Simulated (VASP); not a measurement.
# CdO (Monteponite) (Fm-3m) in VASP: notebook, part 2 of 2

VASP 6.6.1. Earlier steps stand in the parts before.

**4. Single point, r2SCAN (volume changed by -3%)**

Contents of POSCAR:

```
CdO
1.0
    0.0000000000      2.3292346980      2.3292346980
    2.3292346980      0.0000000000      2.3292346980
    2.3292346980      2.3292346980      0.0000000000
Cd O
1 1
Direct
    0.0000000000      0.0000000000      0.0000000000
    0.5000000000      0.5000000000      0.5000000000
```

Contents of INCAR.step1:

```
SYSTEM = CdO
ALGO = Normal
EDIFF = 1E-5
ENCUT = 660
GGA = PE
GGA_COMPAT = .FALSE.
ISMEAR = -1
LASPH = .TRUE.
LCHARG = .FALSE.
LREAL = .FALSE.
LWAVE = .TRUE.
NBANDS = 16
NELM = 120
PREC = Accurate
SIGMA = 0.02
```

Contents of INCAR.step2:

```
SYSTEM = CdO
ALGO = Normal
EDIFF = 1E-6
ENCUT = 660
GGA_COMPAT = .FALSE.
ISIF = 2
ISMEAR = -1
ISTART = 1
LASPH = .TRUE.
LCHARG = .FALSE.
LMIXTAU = .TRUE.
LREAL = .FALSE.
LWAVE = .FALSE.
METAGGA = R2SCAN
NBANDS = 16
NELM = 120
PREC = Accurate
SIGMA = 0.02
```

Contents of KPOINTS:

```
k-points
0
G
  8 8 8
  0 0 0
```

Potentials or basis: VASP PAW PBE potentials, release 64 (Cd, O).

Started as:

```sh
cat potpaw_PBE.64/Cd/POTCAR potpaw_PBE.64/O/POTCAR > POTCAR
cp INCAR.step1 INCAR
mpirun -np 1 vasp_std > vasp.out
cp INCAR.step2 INCAR
mpirun -np 1 vasp_std > vasp.out
```

OUTCAR:

```text
SYSTEM = CdO
   EDIFF = 1E-6
   ENCUT = 660
   ISIF = 2
   ISMEAR = -1
   ISTART = 1
   LASPH = .TRUE.
   LREAL = .FALSE.
   METAGGA = R2SCAN
   NELM = 120
   PREC = Accurate

 ion  position               nearest neighbor table
   1  0.000  0.000  0.000-   2 2.33   2 2.33   2 2.33   2 2.33   2 2.33   2 2.33
   2  0.500  0.500  0.500-   1 2.33   1 2.33   1 2.33   1 2.33   1 2.33   1 2.33

  LATTYP: Found a face centered cubic cell.
 ALAT       =     4.6584693960

  Lattice vectors:

 A1 = (   0.0000000000,   2.3292346980,   2.3292346980)
 A2 = (   2.3292346980,   0.0000000000,   2.3292346980)
 A3 = (   2.3292346980,   2.3292346980,   0.0000000000)

Analysis of symmetry for initial positions (statically):
=====================================================================
 Subroutine PRICEL returns:
 Original cell was already a primitive cell.

 Routine SETGRP: Setting up the symmetry group for a
 face centered cubic supercell.

 Subroutine GETGRP returns: Found 48 space group operations
 (whereof 48 operations were pure point group operations)
 out of a pool of 48 trial point group operations.

The static configuration has the point symmetry O_h .

[... 153 lines left out ...]
  ext. energy  EPLUGINS =         0.00000000
  ---------------------------------------------------
  free energy    TOTEN  =       -28.54117866 eV

  energy without entropy =      -28.54109854  energy(sigma->0) =      -28.54113860

 E-fermi :   2.0574     XC(G=0): -12.4881

 val. band max:        1.9696436884   @ k =   0.5000   0.0000   0.0000
 cond. band min:       2.0982003929   @ k =   0.0000   0.0000   0.0000
 fundamental gap:      0.1285567045
 Fermi energy:         2.0573608284

 k-point     1 :       0.0000    0.0000    0.0000
  band No.  band energies     occupation
      1     -16.5339      2.00000
      2      -4.9524      2.00000
      3      -4.9524      2.00000
      4      -4.9524      2.00000
      5      -4.6178      2.00000
      6      -4.6178      2.00000
[... 433 lines left out ...]
      3      -5.3063      2.00000
      4      -5.2947      2.00000
      5      -4.3727      2.00000
      6      -4.3688      2.00000
[... 8 lines left out ...]
     15      22.7328      0.00000
     16      26.2868      0.00000

 [... further k-points ...]
[... 5 lines left out ...]
  --------------------------------------------------------------------------------------
  -------------------------------------------------------------------------------------
  Total        1.0480229      1.0480229      1.0480229      0.0000000     -0.0000000      0.0000000
  in kB       66.4372410     66.4372410     66.4372410      0.0000000     -0.0000000      0.0000000
  external PRESSURE =      66.4372410 kB  Pullay stress =       0.0000000 kB

 VOLUME and BASIS-vectors are now :
 -----------------------------------------------------------------------------
  energy-cutoff  :      660.00
  volume of cell :       25.27
      direct lattice vectors                 reciprocal lattice vectors
     0.000000000  2.329234698  2.329234698    -0.214662782  0.214662782  0.214662782
     2.329234698  0.000000000  2.329234698     0.214662782 -0.214662782  0.214662782
     2.329234698  2.329234698  0.000000000     0.214662782  0.214662782 -0.214662782

 POSITION                                       TOTAL-FORCE (eV/Angst)
 -----------------------------------------------------------------------------------
      0.00000      0.00000      0.00000        -0.000000      0.000000     -0.000000
      2.32923      2.32923      2.32923         0.000000     -0.000000      0.000000
 -----------------------------------------------------------------------------------
    total drift:                                0.000000      0.000000      0.000000

  FREE ENERGIE OF THE ION-ELECTRON SYSTEM (eV)
  ---------------------------------------------------
  free  energy   TOTEN  =       -28.5411786613 eV

  energy  without entropy=      -28.5410985383  energy(sigma->0) =      -28.54113860
```

OSZICAR.step1:

```text
N       E                     dE             d eps       ncg     rms          rms(c)
DAV:   1     0.128659231937E+03    0.12866E+03   -0.11894E+04   968   0.139E+03
DAV:   2    -0.563849779669E+01   -0.13430E+03   -0.12189E+03  1040   0.315E+02
DAV:   3    -0.945134734392E+01   -0.38128E+01   -0.38065E+01  1200   0.578E+01
DAV:   4    -0.946136882550E+01   -0.10021E-01   -0.10021E-01  1120   0.279E+00
DAV:   5    -0.946139761831E+01   -0.28793E-04   -0.28793E-04  1200   0.136E-01    0.110E+01
DAV:   6    -0.770326421220E+01    0.17581E+01   -0.46702E+00  1216   0.376E+01    0.968E+00
DAV:   7    -0.767841118733E+01    0.24853E-01   -0.69883E-01   984   0.805E+00    0.501E+00
DAV:   8    -0.766270410597E+01    0.15707E-01   -0.93024E-02   976   0.275E+00    0.745E-01
DAV:   9    -0.765901653913E+01    0.36876E-02   -0.84213E-03  1136   0.100E+00    0.107E-01
DAV:  10    -0.765911865734E+01   -0.10212E-03   -0.74534E-04   968   0.294E-01    0.411E-02
DAV:  11    -0.765914783797E+01   -0.29181E-04   -0.56672E-05  1176   0.750E-02    0.225E-02
DAV:  12    -0.765914438557E+01    0.34524E-05   -0.90830E-06   672   0.310E-02
   1 F= -.76591444E+01 E0= -.76590008E+01  d E =-.287227E-03
```

Wall time 33 s (1 thread of Intel Xeon 6975P-C (Granite Rapids), shared host); peak memory 0.17 GiB.

Results:

- Free energy: -28.5412 eV
- Pressure: 6.6 GPa
- Band gap on the k mesh: 0.13 eV, indirect (least direct gap 1.59 eV)

Levels at points of the mesh, in eV from the valence-band top:
| k point | band 7 | band 8 | band 9 | band 10 | band 11 | band 12 |
| --- | --- | --- | --- | --- | --- | --- |
| (0.00, 0.00, 0.00) | -1.46 | -1.46 | -1.46 | 0.13 | 15.77 | 17.96 |
| (0.50, 0.00, 0.00) | -3.90 | 0.00 | 0.00 | 5.09 | 8.23 | 12.96 |
| (0.50, 0.50, 0.00) | -4.53 | -2.47 | -2.47 | 4.69 | 9.45 | 11.89 |

Caveat: the cell differs from its parent crystal (volume changed by -3%); the PAW data sets were made with another functional, which shifts forces and pressure a little. A k mesh can miss the band edges.

**5. Single point, r2SCAN**

This run uses another cell than the first one, of 13.03 Å³/atom, 1.064 times its volume.

Contents of POSCAR:

```
CdO
1.0
    0.0000000000      2.3530040406      2.3530040406
    2.3530040406      0.0000000000      2.3530040406
    2.3530040406      2.3530040406      0.0000000000
Cd O
1 1
Direct
    0.0000000000      0.0000000000      0.0000000000
    0.5000000000      0.5000000000      0.5000000000
```

Contents of INCAR.step1:

```
PREC = Accurate ; ENCUT = 660
ISMEAR = -1 ; SIGMA = 0.02
LREAL = False ; LASPH = True
NELM = 120 ; NBANDS = 16
GGA = PE ; ALGO = Normal
EDIFF = 1E-5 ; LWAVE = True
LCHARG = False ; GGA_COMPAT = False
```

Contents of INCAR.step2:

```
PREC = Accurate ; ENCUT = 660
EDIFF = 1E-6 ; ISMEAR = -1
SIGMA = 0.02 ; LREAL = False
LASPH = True ; NELM = 120
ALGO = Normal ; ISIF = 2
LWAVE = False ; LCHARG = False
METAGGA = R2SCAN ; LMIXTAU = True
NBANDS = 16 ; ISTART = 1
GGA_COMPAT = False
```

Contents of KPOINTS:

```
regular mesh
0
Gamma
  8 8 8
```

Potentials or basis: VASP PAW PBE potentials, release 64 (Cd, O).

Started as:

```sh
cat potpaw_PBE.64/Cd/POTCAR potpaw_PBE.64/O/POTCAR > POTCAR
cp INCAR.step1 INCAR
mpirun -np 1 vasp_std > vasp.out
cp INCAR.step2 INCAR
mpirun -np 1 vasp_std > vasp.out
```

OUTCAR:

```text
PREC = Accurate
   ENCUT = 660
   EDIFF = 1E-6
   ISMEAR = -1
   LREAL = False
   LASPH = True
   NELM = 120
   ISIF = 2
   METAGGA = R2SCAN
   ISTART = 1

 ion  position               nearest neighbor table
   1  0.000  0.000  0.000-   2 2.35   2 2.35   2 2.35   2 2.35   2 2.35   2 2.35
   2  0.500  0.500  0.500-   1 2.35   1 2.35   1 2.35   1 2.35   1 2.35   1 2.35

  LATTYP: Found a face centered cubic cell.
 ALAT       =     4.7060080812

  Lattice vectors:

 A1 = (   0.0000000000,   2.3530040406,   2.3530040406)
[... 190 lines left out ...]
      6      -4.8762      2.00000
[... 433 lines left out ...]
      3      -5.4931      2.00000
      4      -5.4857      2.00000
      5      -4.6509      2.00000
      6      -4.6478      2.00000
[... 8 lines left out ...]
     15      22.1070      0.00000
     16      25.6356      0.00000

 [... further k-points ...]
[... 5 lines left out ...]
  --------------------------------------------------------------------------------------
  -------------------------------------------------------------------------------------
  Total        0.2498407      0.2498407      0.2498407      0.0000000      0.0000000     -0.0000000
  in kB       15.3629926     15.3629926     15.3629926      0.0000000      0.0000000     -0.0000000
  external PRESSURE =      15.3629926 kB  Pullay stress =       0.0000000 kB

 VOLUME and BASIS-vectors are now :
 -----------------------------------------------------------------------------
  energy-cutoff  :      660.00
  volume of cell :       26.06
      direct lattice vectors                 reciprocal lattice vectors
     0.000000000  2.353004041  2.353004041    -0.212494323  0.212494323  0.212494323
     2.353004041  0.000000000  2.353004041     0.212494323 -0.212494323  0.212494323
     2.353004041  2.353004041  0.000000000     0.212494323  0.212494323 -0.212494323

 POSITION                                       TOTAL-FORCE (eV/Angst)
 -----------------------------------------------------------------------------------
      0.00000      0.00000      0.00000         0.000000     -0.000000     -0.000000
      2.35300      2.35300      2.35300        -0.000000      0.000000      0.000000
 -----------------------------------------------------------------------------------
    total drift:                                0.000000      0.000000      0.000000

  FREE ENERGIE OF THE ION-ELECTRON SYSTEM (eV)
  ---------------------------------------------------
  free  energy   TOTEN  =       -28.5625727327 eV

  energy  without entropy=      -28.5623621740  energy(sigma->0) =      -28.56246745
```

OSZICAR.step1:

```text
N       E                     dE             d eps       ncg     rms          rms(c)
DAV:   1     0.134748448147E+03    0.13475E+03   -0.11947E+04   960   0.140E+03
DAV:   2    -0.532099031683E+01   -0.14007E+03   -0.12837E+03  1032   0.318E+02
DAV:   3    -0.950583825959E+01   -0.41848E+01   -0.41757E+01  1136   0.602E+01
DAV:   4    -0.951683336082E+01   -0.10995E-01   -0.10995E-01  1152   0.295E+00
DAV:   5    -0.951686513792E+01   -0.31777E-04   -0.31777E-04  1200   0.143E-01    0.105E+01
DAV:   6    -0.776339066699E+01    0.17535E+01   -0.48624E+00  1216   0.377E+01    0.922E+00
DAV:   7    -0.772537509358E+01    0.38016E-01   -0.70787E-01   968   0.804E+00    0.469E+00
DAV:   8    -0.770884761711E+01    0.16527E-01   -0.97876E-02   968   0.278E+00    0.728E-01
DAV:   9    -0.770536236030E+01    0.34853E-02   -0.79589E-03  1104   0.930E-01    0.112E-01
DAV:  10    -0.770545084407E+01   -0.88484E-04   -0.82823E-04  1008   0.309E-01    0.402E-02
DAV:  11    -0.770548698507E+01   -0.36141E-04   -0.62309E-05  1104   0.795E-02    0.214E-02
DAV:  12    -0.770548247529E+01    0.45098E-05   -0.11578E-05   792   0.352E-02
   1 F= -.77054825E+01 E0= -.77053361E+01  d E =-.292773E-03
```

Run time: 32 s. Hardware: 1 thread of Intel Xeon 6975P-C (Granite Rapids), shared host; peak memory 0.17 GiB.

What came out:

```
Free energy            : -28.5626 eV
Pressure               : 1.5 GPa
Band gap on the k mesh : 0.07 eV, indirect (least direct gap 1.40 eV)
```

Caveat: the PAW data sets were made with another functional, which shifts forces and pressure a little. A k mesh can miss the band edges.

**6. Single point, r2SCAN (volume changed by +3%)**

Contents of POSCAR:

```
CdO
1.0
    0.0000000000      2.3763026256      2.3763026256
    2.3763026256      0.0000000000      2.3763026256
    2.3763026256      2.3763026256      0.0000000000
Cd O
1 1
Direct
    0.0000000000      0.0000000000      0.0000000000
    0.5000000000      0.5000000000      0.5000000000
```

Contents of INCAR.step1:

```
SYSTEM = CdO
PREC     = Accurate       ! precision mode
ENCUT    = 660            ! plane-wave cutoff, eV
ISMEAR   = -1             ! smearing method
SIGMA    = 0.02           ! smearing width, eV
LREAL    = .False.        ! projectors in reciprocal space
LASPH    = .True.         ! aspherical terms in the spheres
NELM     = 120            ! most SCF steps
NBANDS   = 16             ! bands
GGA      = PE             ! functional
ALGO     = Normal         ! electronic algorithm
EDIFF    = 1E-5           ! SCF threshold, eV
LWAVE    = .True.         ! write WAVECAR
LCHARG   = .False.        ! write CHGCAR
GGA_COMPAT= .False.
```

Contents of INCAR.step2:

```
SYSTEM = CdO
PREC     = Accurate       ! precision mode
ENCUT    = 660            ! plane-wave cutoff, eV
EDIFF    = 1E-6           ! SCF threshold, eV
ISMEAR   = -1             ! smearing method
SIGMA    = 0.02           ! smearing width, eV
LREAL    = .False.        ! projectors in reciprocal space
LASPH    = .True.         ! aspherical terms in the spheres
NELM     = 120            ! most SCF steps
ALGO     = Normal         ! electronic algorithm
ISIF     = 2              ! what is computed and relaxed
LWAVE    = .False.        ! write WAVECAR
LCHARG   = .True.         ! write CHGCAR
METAGGA  = R2SCAN         ! meta-GGA
LMIXTAU  = .True.       
LELF     = .True.         ! ELF
LVHAR    = .True.       
NBANDS   = 16             ! bands
ISTART   = 1            
GGA_COMPAT= .False.
```

Contents of KPOINTS:

```
regular mesh
0
Gamma
  8 8 8
  0 0 0
```

Potentials or basis: VASP PAW PBE potentials, release 64 (Cd, O).

Started as:

```sh
cat potpaw_PBE.64/Cd/POTCAR potpaw_PBE.64/O/POTCAR > POTCAR
cp INCAR.step1 INCAR
mpirun -np 1 vasp_std > vasp.out
cp INCAR.step2 INCAR
mpirun -np 1 vasp_std > vasp.out
```

OUTCAR:

```text
SYSTEM = CdO
   PREC = Accurate
   ENCUT = 660
   EDIFF = 1E-6
   ISMEAR = -1
   LREAL = .False.
   LASPH = .True.
   NELM = 120
   ISIF = 2
   METAGGA = R2SCAN
   ISTART = 1

 ion  position               nearest neighbor table
   1  0.000  0.000  0.000-   2 2.38   2 2.38   2 2.38   2 2.38   2 2.38   2 2.38
   2  0.500  0.500  0.500-   1 2.38   1 2.38   1 2.38   1 2.38   1 2.38   1 2.38

  LATTYP: Found a face centered cubic cell.
 ALAT       =     4.7526052512

  Lattice vectors:

 A1 = (   0.0000000000,   2.3763026256,   2.3763026256)
 A2 = (   2.3763026256,   0.0000000000,   2.3763026256)
[... 624 lines left out ...]
      4      -5.6728      2.00000
      5      -4.9158      2.00000
      6      -4.9134      2.00000
[... 8 lines left out ...]
     15      21.5131      0.00000
     16      25.0188      0.00000

 [... further k-points ...]
[... 5 lines left out ...]
  --------------------------------------------------------------------------------------
  -------------------------------------------------------------------------------------
  Total       -0.4634471     -0.4634471     -0.4634471     -0.0000000      0.0000000      0.0000000
  in kB      -27.6678562    -27.6678562    -27.6678562     -0.0000000      0.0000000      0.0000000
  external PRESSURE =     -27.6678562 kB  Pullay stress =       0.0000000 kB

 VOLUME and BASIS-vectors are now :
 -----------------------------------------------------------------------------
  energy-cutoff  :      660.00
  volume of cell :       26.84
      direct lattice vectors                 reciprocal lattice vectors
     0.000000000  2.376302626  2.376302626    -0.210410911  0.210410911  0.210410911
     2.376302626  0.000000000  2.376302626     0.210410911 -0.210410911  0.210410911
     2.376302626  2.376302626  0.000000000     0.210410911  0.210410911 -0.210410911

 POSITION                                       TOTAL-FORCE (eV/Angst)
 -----------------------------------------------------------------------------------
      0.00000      0.00000      0.00000        -0.000000     -0.000000      0.000000
      2.37630      2.37630      2.37630         0.000000      0.000000     -0.000000
 -----------------------------------------------------------------------------------
    total drift:                                0.000000      0.000000      0.000000

  FREE ENERGIE OF THE ION-ELECTRON SYSTEM (eV)
  ---------------------------------------------------
  free  energy   TOTEN  =       -28.5608870459 eV

  energy  without entropy=      -28.5605879054  energy(sigma->0) =      -28.56073748
```

OUTCAR.step1:

```text
SYSTEM = CdO
   PREC = Accurate
   ENCUT = 660
   ISMEAR = -1
   LREAL = .False.
   LASPH = .True.
[... 676 lines left out ...]
      0.00000      0.00000      0.00000        -0.000000      0.000000      0.000000
      2.37630      2.37630      2.37630         0.000000     -0.000000     -0.000000
 -----------------------------------------------------------------------------------
    total drift:                                0.000000      0.000000      0.000000

  FREE ENERGIE OF THE ION-ELECTRON SYSTEM (eV)
  ---------------------------------------------------
  free  energy   TOTEN  =        -7.7284296390 eV

  energy  without entropy=       -7.7281311745  energy(sigma->0) =       -7.72828041
```

It took 36 s on 1 thread of Intel Xeon 6975P-C (Granite Rapids), shared host; peak memory 0.17 GiB.

Results:

```yaml
Free_energy: -28.5609 eV
Pressure: -2.8 GPa
```

Caveat: the cell differs from its parent crystal (volume changed by +3%); the PAW data sets were made with another functional, which shifts forces and pressure a little.

**7. Summary**

```csv
level,cell,k mesh,cutoff (eV),gap on the mesh (eV),pressure (GPa)
r2SCAN,"a = 3.260 Å, angles 60.0°, 2 atoms",8 × 8 × 8,660,0.20,12.7
PBE,"a = 3.328 Å, angles 60.0°, 2 atoms",10 × 10 × 10,600,none,6.6
r2SCAN,"a = 3.294 Å, angles 60.0°, 2 atoms",8 × 8 × 8,660,0.13,6.6
r2SCAN,"a = 3.328 Å, angles 60.0°, 2 atoms",8 × 8 × 8,660,0.07,1.5
r2SCAN,"a = 3.361 Å, angles 60.0°, 2 atoms",8 × 8 × 8,660,-,-2.8
```

Alike in all rows: task single point; potentials or basis VASP PAW PBE potentials, release 64 (Cd, O); no spin polarisation; smearing fermi-dirac 0.02 eV.

Caveats: the PAW data sets were made with another functional, which shifts forces and pressure a little (some runs).

Total energies depend on the potentials used, so only differences within one code and one set of settings carry meaning.
